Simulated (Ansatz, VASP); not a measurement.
**One calculation of W, two programs**

INCAR

```
  PREC = Accurate
  ENCUT = 600
  EDIFF = 1E-7
  ISMEAR = 0
  SIGMA = 0.1
  LREAL = False
  LASPH = True
  NELM = 60
  ALGO = Normal
  ISIF = 3
  LWAVE = False
  LCHARG = False
  GGA = PE
  IBRION = 2
  NSW = 90
  EDIFFG = -0.04
```

Contents of KPOINTS:

```
regular mesh
0
Gamma
  6 6 4
```

File POSCAR:

```
W
1.0
    2.9464638174      0.0000000000      0.0000000000
   -1.6928575254      3.7108383831      0.0000000000
   -2.0048925048      1.5565517962      3.7543327173
W
2
Direct
    0.3664024138      0.4814212753      0.2917642487
    0.1979167558      0.8336773223      0.8876286085
```

Input for Ansatz:

```yaml
crystal:
  lattice:
    - [2.9464638174, 0.0, 0.0]
    - [-1.6928575254, 3.7108383831, 0.0]
    - [-2.0048925048, 1.5565517962, 3.7543327173]
  atoms:
    - { symbol: W, position: [0.3664024138, 0.4814212753, 0.2917642487] }
    - { symbol: W, position: [0.1979167558, 0.8336773223, 0.8876286085] }
basis:
  ecutwfc: 420
kpoints:
  mp_grid: { grid: [6, 6, 4] }
hamiltonian:
  xc: pbe
scf:
  occupations: { method: gaussian, width: 0.1 }
  lower_state_search: "off"
output:
  forces: true
  stress: true
  eigenvalues: true
relax:
  adjacent_minimum: "off"
  f_tol: 0.04
  max_steps: 70
  cell: { stress_tol: 0.4 }
```

Alike in both runs: task relaxation of cell and atoms; functional PBE; k mesh 6 × 6 × 4; occupations gaussian, width 0.1 eV; no spin polarisation.

```csv
,VASP,Ansatz
version,VASP 6.6.1,Ansatz 0.2.0
potentials or method,"VASP PAW PBE potentials, release 64 (W_sv), cutoff 600 eV","scalar-relativistic, plane waves, PAW"
valence electrons in the cell,28,28
```

```tsv
	VASP	Ansatz	Ansatz less VASP
gap on the k mesh at the Fermi level, each at its own relaxed structure (eV)	none	none	-
relaxed volume (Å³/atom)	15.94	16.46	+0.521
relaxed cell length with the largest relative difference (Å)	6.965	4.737	-2.2278
```

A gap of «none» marks a metal or a gap that the smearing closes. One of these differences is far larger than is usual between the two programs; its cause wasn't traced.

The k mesh is coarse, so the values compare programs but aren't converged. Neither program's run includes spin-orbit coupling. Noted on VASP's run: the volume moved by over 15 % at a fixed basis, so the end points are rough.
